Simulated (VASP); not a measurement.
Pt: relaxation of cell and atoms with PBEsol

Pt:

```
Pt
1.0
     0.00000    1.95403    1.95403
     1.95403    0.00000    1.95403
     1.95403    1.95403    0.00000
Pt
1
Cartesian
  0.0000 0.0000 0.0000
```

* Program: VASP 6.6.1
* Task: relaxation of cell and atoms
* Functional: PBEsol
* Potentials or basis: VASP PAW PBE potentials, release 64 (Pt)
* Cutoff: 600 eV
* k mesh: 17 × 17 × 17
* Occupations: fermi-dirac, width 0.1 eV
* Spin: no spin polarisation
* Target pressure: 2.6 GPa
* Dipole correction: no
* Further INCAR settings: ALGO = Normal; EDIFF = 1e-06; IBRION = 2; EDIFFG = -0.005; NSW = 32; ISIF = 3

```json
{"Relaxed volume": "14.91 Å³/atom", "Relaxed cell": "a = 2.762 Å, b = 2.762 Å, c = 2.762 Å, α = 60.00°, β = 60.00°, γ = 60.00°", "Space group after relaxing (to 0.05 Å)": "Fm-3m (No. 225)", "Energy change on relaxing (the enthalpy is what falls)": "+0.2 meV/atom", "Ionic steps": "3", "Pressure after relaxing": "2.6 GPa", "Band gap on the k mesh": "zero (band 5 reaches 11.79 eV, above the bottom of band 6 at 9.57 eV)"}
```

Step by step:
```csv
step,energy change (eV),largest force (eV/Å),pressure (GPa),volume (Å³)
1,0.0000,0.0000,2.29,14.92
2,0.0011,0.0000,3.56,14.86
3,0.0002,0.0000,2.60,14.91
```

Final structure:
```
Pt
1.0
     0.00000    1.95334    1.95334
     1.95334    0.00000    1.95334
     1.95334    1.95334    0.00000
Pt
1
Direct
  0.00000 0.00000 0.00000
```

Levels at points of the mesh, in eV from the Fermi level:
| k point | band 1 | band 2 | band 3 | band 4 | band 5 | band 6 | band 7 | band 8 | band 9 |
| --- | --- | --- | --- | --- | --- | --- | --- | --- | --- |
| (0.00, 0.00, 0.00) | -10.44 | -3.89 | -3.89 | -3.89 | -1.67 | -1.67 | 14.58 | 19.60 | 19.60 |

Run time: 24 s on 1 thread of Intel(R) Xeon(R) Platinum 8375C CPU @ 2.90GHz (Ice Lake), with other jobs on the host, peak memory 0.16 GiB.

Caveat: the cell is relaxed towards a set pressure, so the enthalpy falls and the energy may rise; the PAW data sets were made with another functional, which shifts forces and pressure a little; spin-orbit coupling is left out, which moves the levels of the heavy elements.
